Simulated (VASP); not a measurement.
# ZnO4 (Pm-3m) in VASP: single point with PBE

Aim: the single point of ZnO4 with PBE.

All numbers are computed with VASP 6.6.1; they aren't measurements. Logs are shortened: lines on timing, memory, paths and dates and some standing lists are left out, and cuts for length are marked.

## 1. The cell of the first run

The structure is cubic, space group Pm-3m (No. 221). Conventional cell: a = 3.580 Å, b = 3.580 Å, c = 3.580 Å, α = 90.00°, β = 90.00°, γ = 90.00°. Zn (site symmetry m-3m) has 20 O at 2.53 to 3.10 Å within 3.3 Å. Within 2.4 Å of O (site symmetry m-3m) lie 6 O at 1.79 Å. Within 2.4 Å of O (site symmetry 4/mmm) lie 2 O at 1.79 Å.

The cell was generated, and may not be a known phase.

## 2. Single point, PBE, collinear spin

The input, INCAR:

```
  PREC = Accurate
  ENCUT = 520
  EDIFF = 1E-6
  ISMEAR = 0
  SIGMA = 0.1
  LREAL = False
  LASPH = True
  NELM = 150
  ALGO = Normal
  ISIF = 2
  LWAVE = False
  LCHARG = True
  ISPIN = 2
  MAGMOM = 0 0 0.19 0.19 0.19
  LORBIT = 11
  GGA = PE
  LELF = True
  LVHAR = True
  NBANDS = 30
```

The input, KPOINTS:

```
Automatic mesh
0
Gamma
  10 10 10
```

The input, POSCAR:

```
ZnO4
1.0
    3.5795292500      0.0000000000      0.0000000000
    0.0000000000      3.5795292500      0.0000000000
    0.0000000000      0.0000000000      3.5795292500
Zn O
1 4
Direct
    0.5000000000      0.5000000000      0.5000000000
    0.0000000000      0.0000000000      0.0000000000
    0.5000000000      0.0000000000      0.0000000000
    0.0000000000      0.5000000000      0.0000000000
    0.0000000000      0.0000000000      0.5000000000
```

Potentials or basis: VASP PAW PBE potentials, release 64 (Zn, O).

On the command line:

```console
> cat potpaw_PBE.64/Zn/POTCAR potpaw_PBE.64/O/POTCAR > POTCAR
> mpirun -np 1 vasp_std > vasp.out
```

OUTCAR:

```text
PREC = Accurate
   ENCUT = 520
   EDIFF = 1E-6
   ISMEAR = 0
   LREAL = False
   LASPH = True
   NELM = 150
   ISIF = 2
   ISPIN = 2
   LORBIT = 11
   GGA = PE

 ion  position               nearest neighbor table
   1  0.500  0.500  0.500-
   2  0.000  0.000  0.000-   3 1.79   4 1.79   5 1.79   5 1.79   4 1.79   3 1.79
   3  0.500  0.000  0.000-   2 1.79   2 1.79
   4  0.000  0.500  0.000-   2 1.79   2 1.79
   5  0.000  0.000  0.500-   2 1.79   2 1.79

  LATTYP: Found a simple cubic cell.
 ALAT       =     3.5795292500

  Lattice vectors:

 A1 = (   3.5795292500,   0.0000000000,   0.0000000000)
 A2 = (   0.0000000000,   3.5795292500,   0.0000000000)
 A3 = (   0.0000000000,   0.0000000000,   3.5795292500)

Analysis of symmetry for initial positions (statically):
=====================================================================
 Subroutine PRICEL returns:
 Original cell was already a primitive cell.

 Routine SETGRP: Setting up the symmetry group for a
 simple cubic supercell.

 Subroutine GETGRP returns: Found 48 space group operations
 (whereof 48 operations were pure point group operations)
 out of a pool of 48 trial point group operations.

The static configuration has the point symmetry O_h .

Analysis of symmetry for dynamics (positions and initial velocities):
=====================================================================
 Subroutine PRICEL returns:
 Original cell was already a primitive cell.

 Routine SETGRP: Setting up the symmetry group for a
 simple cubic supercell.

 Subroutine GETGRP returns: Found 48 space group operations
 (whereof 48 operations were pure point group operations)
 out of a pool of 48 trial point group operations.

The dynamic configuration has the point symmetry O_h .

Analysis of structural, dynamic, and magnetic symmetry:
=====================================================================
 Subroutine PRICEL returns:
 Original cell was already a primitive cell.

 Routine SETGRP: Setting up the symmetry group for a
 simple cubic supercell.

 Subroutine GETGRP returns: Found 48 space group operations
 (whereof 48 operations were pure point group operations)
 out of a pool of 48 trial point group operations.

The overall configuration has the point symmetry O_h .

 Subroutine INISYM returns: Found 48 space group operations
 (whereof 48 operations are pure point group operations),
 and found     1 'primitive' translations

----------------------------------------------------------------------------------------

                                     Primitive cell

  volume of cell :      45.8646

  direct lattice vectors                    reciprocal lattice vectors
     3.579529250  0.000000000  0.000000000     0.279366344  0.000000000  0.000000000
     0.000000000  3.579529250  0.000000000     0.000000000  0.279366344  0.000000000
     0.000000000  0.000000000  3.579529250     0.000000000  0.000000000  0.279366344

  length of vectors
     3.579529250  3.579529250  3.579529250     0.279366344  0.279366344  0.279366344

  position of ions in fractional coordinates (direct lattice)
     0.500000000  0.500000000  0.500000000
     0.000000000  0.000000000  0.000000000
     0.500000000  0.000000000  0.000000000
     0.000000000  0.500000000  0.000000000
     0.000000000  0.000000000  0.500000000

  ion indices of the primitive-cell ions
   primitive index   ion index
                 1           1
                 2           2
                 3           3
                 4           4
                 5           5

----------------------------------------------------------------------------------------

 KPOINTS: Automatic mesh

Automatic generation of k-mesh.
 Grid dimensions read from file:
 generate k-points for:   10   10   10

 Generating k-lattice:

  Cartesian coordinates                     Fractional coordinates (reciprocal lattice)
     0.027936634  0.000000000  0.000000000     0.100000000  0.000000000  0.000000000
     0.000000000  0.027936634  0.000000000     0.000000000  0.100000000  0.000000000
     0.000000000  0.000000000  0.027936634     0.000000000  0.000000000  0.100000000

  Length of vectors
     0.027936634  0.027936634  0.027936634

  Shift w.r.t. Gamma in fractional coordinates (k-lattice)
     0.000000000  0.000000000  0.000000000

 Subroutine IBZKPT returns following result:
 ===========================================

 Found     56 irreducible k-points:

 Following reciprocal coordinates:
            Coordinates               Weight
  0.000000  0.000000  0.000000      1.000000
  0.100000  0.000000  0.000000      6.000000
  0.200000  0.000000  0.000000      6.000000
  0.300000  0.000000  0.000000      6.000000
  0.400000  0.000000  0.000000      6.000000
  0.500000  0.000000  0.000000      3.000000
[... 16 lines left out ...]
  0.200000  0.100000  0.100000     24.000000
  0.300000  0.100000  0.100000     24.000000
 [... further k-points ...]
   k-points           NKPTS =     56   k-points in BZ     NKDIM =     56   number of bands    NBANDS=     30
   number of dos      NEDOS =    301   number of ions     NIONS =      5
   total plane-waves  NPLWV =  21952
   dimension x,y,z NGX =    28 NGY =   28 NGZ =   28
   dimension x,y,z NGXF=    56 NGYF=   56 NGZF=   56
   ions per type =               1   4
   NGX,Y,Z   is equivalent  to a cutoff of  13.00, 13.00, 13.00 a.u.
   NGXF,Y,Z  is equivalent  to a cutoff of  26.01, 26.01, 26.01 a.u.
 SYSTEM =  unknown system
   PREC   = accura    normal or accurate (medium, high low for compatibility)
   ISTART =      0    job   : 0-new  1-cont  2-samecut
   ICHARG =      2    charge: 1-file 2-atom 10-const
   ISPIN  =      2    spin polarized calculation?
   LNONCOLLINEAR =      F non collinear calculations
   LSORBIT =      F    spin-orbit coupling
   LASPH  =      T    aspherical Exc in radial PAW
   ENCUT  =  520.0 eV  38.22 Ry    6.18 a.u.   6.66  6.66  6.66*2*pi/ulx,y,z
   NELM   =    150;   NELMIN=  2; NELMDL= -5     # of ELM steps
   EDIFF  = 0.1E-05   stopping-criterion for ELM
   LREAL  =      F    real-space projection
   EDIFFG = 0.1E-04   stopping-criterion for IOM
   NSW    =      0    number of steps for IOM
   IBRION =     -1    ionic relax: 0-MD 1-quasi-New 2-CG
   NFREE  =      0    steps in history (QN), initial steepest desc. (CG)
   ISIF   =      2    stress and relaxation
   ISYM   =      2    0-nonsym 1-usesym 2-fastsym
   POTIM  = 0.5000    time-step for ionic-motion
   TEBEG  =    0.0;   TEEND  =   0.0 temperature during run
   PSTRESS=    0.0 pullay stress
   NELECT =      36.0000    total number of electrons
   NUPDOWN=      -1.0000    fix difference up-down
   EMIN   =  10.00;   EMAX   =-10.00  energy-range for DOS
   EFERMI =   0.00;   METHOD = LEGACY
   ISMEAR =     0;   SIGMA  =   0.10  broadening in eV -4-tet -1-fermi 0-gaus
   EFERMI_NEDOS =   21; number of points for ismear=-14 and -15
   IALGO  =     38    algorithm
   IMIX   =      4    mixing-type and parameters
     AMIX     =   0.40;   BMIX     =  1.00
     AMIX_MAG =   1.60;   BMIX_MAG =  1.00
  volume/ion in A,a.u.               =       9.17        61.90
  Fermi-wavevector in a.u.,A,eV,Ry     =   1.510137  2.853746 31.028283  2.280514
  Thomas-Fermi vector in A             =   2.620367
   LORBIT       =     11    0 simple, 1 ext, 2 COOP (PROOUT), +10 PAW based schemes
   GGA     = PE    functional components
   LHFCALC =     F    Hartree Fock is set to
   AEXX    =    0.0000 exact exchange contribution
   IVDW    =     0    specifies the selected vdW correction
   LEPSILON=     F    determine dielectric tensor
   LRPA    =     F    only Hartree local field effects (RPA)
 spin polarized calculation
 Gauss-broadening in eV      SIGMA  =   0.10
  energy-cutoff  :      520.00
  volume of cell :       45.86
 maximum number of plane-waves:      1261
 NGX is ok and might be reduce to    28
   NGX = 13   NGY = 13   NGZ = 13

 number of electron      36.0000010 magnetization       0.0031567

 number of electron      36.0000010 magnetization      -0.0014402

 Free energy of the ion-electron system (eV)
  ---------------------------------------------------
  ext. energy  EPLUGINS =         0.00000000
  ---------------------------------------------------
  free energy    TOTEN  =       -16.66593703 eV

  energy without entropy =      -16.65225332  energy(sigma->0) =      -16.65909517

 E-fermi :   2.3160     XC(G=0): -11.7594

 val. band max:        2.3066270969   @ k =   0.4000   0.4000   0.4000
 cond. band min:       2.3237626949   @ k =   0.5000   0.4000   0.3000
 fundamental gap:      0.0171355980
 Fermi energy:         2.3159734513

 spin component 1

 k-point     1 :       0.0000    0.0000    0.0000
  band No.  band energies     occupation
      1     -20.2361      1.00000
      2     -13.8472      1.00000
      3     -13.8472      1.00000
      4     -11.4839      1.00000
      5      -6.0264      1.00000
      6      -6.0264      1.00000
[... 781 lines left out ...]
     29      21.6708      0.00000
     30      21.8765      0.00000

 [... further k-points ...]

 spin component 2

 k-point     1 :       0.0000    0.0000    0.0000
  band No.  band energies     occupation
      1     -20.2364      1.00000
      2     -13.8481      1.00000
      3     -13.8481      1.00000
      4     -11.4843      1.00000
      5      -6.0266      1.00000
      6      -6.0266      1.00000
[... 781 lines left out ...]
     29      21.6706      0.00000
     30      21.8764      0.00000

 [... further k-points ...]

------------------------ aborting loop because EDIFF is reached ----------------------------------------

  FORCE on cell =-STRESS in cart. coord.  units (eV):
  Direction    XX          YY          ZZ          XY          YZ          ZX
  --------------------------------------------------------------------------------------
  -------------------------------------------------------------------------------------
  Total        0.0058741      0.0058741      0.0058741      0.0000000      0.0000000     -0.0000000
  in kB        0.2051971      0.2051971      0.2051971      0.0000000      0.0000000     -0.0000000
  external PRESSURE =       0.2051971 kB  Pullay stress =       0.0000000 kB

 VOLUME and BASIS-vectors are now :
 -----------------------------------------------------------------------------
  energy-cutoff  :      520.00
  volume of cell :       45.86
      direct lattice vectors                 reciprocal lattice vectors
     3.579529250  0.000000000  0.000000000     0.279366344  0.000000000  0.000000000
     0.000000000  3.579529250  0.000000000     0.000000000  0.279366344  0.000000000
     0.000000000  0.000000000  3.579529250     0.000000000  0.000000000  0.279366344

 POSITION                                       TOTAL-FORCE (eV/Angst)
 -----------------------------------------------------------------------------------
      1.78976      1.78976      1.78976         0.000000      0.000000      0.000000
      0.00000      0.00000      0.00000         0.000000      0.000000      0.000000
      1.78976      0.00000      0.00000         0.000000      0.000000      0.000000
      0.00000      1.78976      0.00000         0.000000      0.000000      0.000000
      0.00000      0.00000      1.78976         0.000000      0.000000      0.000000
 -----------------------------------------------------------------------------------
    total drift:                                0.000000      0.000000      0.000000

  FREE ENERGIE OF THE ION-ELECTRON SYSTEM (eV)
  ---------------------------------------------------
  free  energy   TOTEN  =       -16.6659370252 eV

  energy  without entropy=      -16.6522533219  energy(sigma->0) =      -16.65909517

 total charge

# of ion       s       p       d       tot
------------------------------------------
    1        0.297   0.193   9.838  10.328
    2        1.660   2.978   0.000   4.638
    3        1.631   3.134   0.000   4.765
    4        1.631   3.134   0.000   4.765
    5        1.631   3.134   0.000   4.765
--------------------------------------------------
tot          6.849  12.574   9.838  29.261

 magnetization (x)

# of ion       s       p       d       tot
------------------------------------------
    1        0.000   0.000  -0.000   0.000
    2        0.000   0.000   0.000   0.000
    3       -0.000  -0.000   0.000  -0.000
    4       -0.000  -0.000   0.000  -0.000
    5       -0.000  -0.000   0.000  -0.000
--------------------------------------------------
tot         -0.000  -0.001  -0.000  -0.001
```

It took 5.7 min on 1 thread of Intel Xeon 8259CL, shared host; peak memory 0.25 GiB.

Results:

- Free energy: -16.6659 eV
- Pressure: 0.0 GPa
- Band gap on the k mesh: zero (filled and empty bands overlap)
- Net moment: 0.00 μB per cell
- Valence electrons inside the program's atomic spheres: Zn 10.33; O 4.64, 4.76 (each value once)
